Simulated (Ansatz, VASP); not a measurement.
**Two plane-wave programs on SrCl2**

```xyz
3
Lattice="0.0000 3.2067 3.2067 3.2067 0.0000 3.2067 3.2067 3.2067 0.0000" Properties=species:S:1:pos:R:3 pbc="T T T"
Sr    0.0000    0.0000    0.0000
Cl    1.6033    1.6033    1.6033
Cl    4.8100    4.8100    4.8100
```

Change from the starting cell: strain -0.080 along x and y, -0.080 along z, atoms carried along.

Alike in both runs: task single point; functional r2SCAN; k mesh 6 × 6 × 6; occupations gaussian, width 0.05 eV; no spin polarisation.

```csv
,VASP,Ansatz
version,VASP 6.6.1,Ansatz 0.2.0
potentials or method,"VASP PAW PBE potentials, release 64 (Sr_sv, Cl), cutoff 520 eV","scalar-relativistic, plane waves, PAW"
valence electrons in the cell,24,24
```

Ansatz gave:

| Property | Result |
| --- | --- |
| gap on the k mesh at the Fermi level (eV) | 5.71 |
| least direct gap on the mesh (eV) | 5.71 |
| pressure (GPa) | 17.5 |

Task: Estimate VASP's values.

Result: gap on the k mesh at the Fermi level (eV): 5.71; least direct gap on the mesh (eV): 5.71; pressure (GPa): 17.7.

VASP's potentials were made for PBE, not for r2SCAN.
